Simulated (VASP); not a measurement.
Input of a VASP 6.6.1 run:

File INCAR:

```
SYSTEM = W
ALGO     = Normal         ! electronic algorithm
EDIFF    = 1E-6           ! SCF threshold, eV
ENCUT    = 500            ! plane-wave cutoff, eV
GGA      = PS             ! functional
GGA_COMPAT= .FALSE.      
ISIF     = 2              ! what is computed and relaxed
ISMEAR   = 0              ! smearing method
LASPH    = .TRUE.         ! aspherical terms in the spheres
LCHARG   = .TRUE.         ! write CHGCAR
LELF     = .TRUE.         ! ELF
LREAL    = .FALSE.        ! projectors in reciprocal space
LVHAR    = .TRUE.       
LWAVE    = .FALSE.        ! write WAVECAR
NBANDS   = 13             ! bands
NELM     = 120            ! most SCF steps
PREC     = Accurate       ! precision mode
SIGMA    = 0.1            ! smearing width, eV
```

File KPOINTS:

```
k-points
0
G
  16 16 16
  0 0 0
```

POSCAR

```
W
1.0
   -1.5766580796      1.5766580796      1.5766580796
    1.5766580796     -1.5766580796      1.5766580796
    1.5766580796      1.5766580796     -1.5766580796
W
1
Direct
    0.0000000000      0.0000000000      0.0000000000
```

Potentials or basis: VASP PAW PBE potentials, release 64 (W_sv).

Launch:

```bash
$ cat potpaw_PBE.64/W_sv/POTCAR > POTCAR
$ mpirun -np 1 vasp_std > vasp.out
```

(1) Estimate the band gap on the k mesh.

(2) Estimate the pressure.

## Answers

(1) zero (band 7 reaches 16.70 eV, above the bottom of band 8 at 10.18 eV).

(2) 0.6 GPa.

Caveat: the PAW data sets were made with another functional, which shifts forces and pressure a little; spin-orbit coupling is left out, which moves the levels of the heavy elements.
